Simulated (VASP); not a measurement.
Wanted: the native input for a VASP 6.6.1 run.

```yaml
Task: single point
Functional: r2SCAN
Potentials_or_basis: VASP PAW PBE potentials, release 64 (Al, N)
Cutoff: 520 eV
k_mesh: 8 × 8 × 3
Occupations: gaussian, width 0.05 eV
Spin: no spin polarisation
Dipole_correction: no
Further_INCAR_settings: ALGO = Normal; EDIFF = 1e-06; NBANDS = 26; ISYM = 0
```

The system is AlN.

```xyz
8
Lattice="-3.1067 0.0000 0.0000 -1.5533 -2.6905 0.0000 -1.5533 0.0000 9.9568" Properties=species:S:1:pos:R:3 pbc="T T T"
Al   -1.5533   -0.8968    9.0069
Al   -1.5533   -0.8968    4.0285
Al   -3.1067   -1.7936    1.5393
Al   -3.1067   -1.7936    6.5177
N    -1.5533   -0.8968    0.9499
N    -1.5533   -0.8968    5.9283
N    -3.1067   -1.7936    3.4391
N    -3.1067   -1.7936    8.4175
```

These files were run (other wordings do the same):

POSCAR

```
AlN
1.0
   -3.1066653375      0.0000000000      0.0000000000
   -1.5533326688     -2.6904511034      0.0000000000
   -1.5533326688      0.0000000000      9.9568096770
Al N
4 4
Direct
   -0.1189648922      0.3333333333      0.9045964511
    0.1310351078      0.3333333333      0.4045964511
    0.5893684411      0.6666666667      0.1545964511
    0.3393684411      0.6666666667      0.6545964511
    0.2856315589      0.3333333333      0.0954035489
    0.0356315589      0.3333333333      0.5954035489
    0.4939648922      0.6666666667      0.3454035489
    0.2439648922      0.6666666667      0.8454035489
```

INCAR.step1

```
SYSTEM = AlN
PREC = Accurate
ENCUT = 520
ISMEAR = 0
SIGMA = 0.05
LREAL = .FALSE.
LASPH = .TRUE.
NELM = 80
ISYM = 0
NBANDS = 26
GGA = PE
ALGO = Normal
EDIFF = 1E-4
LWAVE = .TRUE.
LCHARG = .FALSE.
```

INCAR.step2

```
SYSTEM = AlN
PREC = Accurate
ENCUT = 520
EDIFF = 1E-6
ISMEAR = 0
SIGMA = 0.05
LREAL = .FALSE.
LASPH = .TRUE.
NELM = 80
ALGO = Normal
ISIF = 2
LWAVE = .FALSE.
LCHARG = .FALSE.
METAGGA = R2SCAN
LMIXTAU = .TRUE.
ISYM = 0
NBANDS = 26
ISTART = 1
```

KPOINTS

```
Automatic mesh
0
G
  8 8 3
  0 0 0
```

Potentials or basis: VASP PAW PBE potentials, release 64 (Al, N).

Command:

```console
$ cat potpaw_PBE.64/Al/POTCAR potpaw_PBE.64/N/POTCAR > POTCAR
$ cp INCAR.step1 INCAR
$ mpirun -np 1 vasp_std > vasp.out
$ cp INCAR.step2 INCAR
$ mpirun -np 1 vasp_std > vasp.out
```

Results of the run:

```json
{"Pressure": "-1.8 GPa", "Largest force": "1.402 eV/Å", "Band gap on the k mesh": "3.79 eV, indirect (least direct gap 3.82 eV)"}
```

Caveat: the PAW data sets were made with another functional, which shifts forces and pressure a little.

It took 17 min on 1 thread of Oxide Virtual Turin-like Processor, on a shared host, peak memory 0.28 GiB.
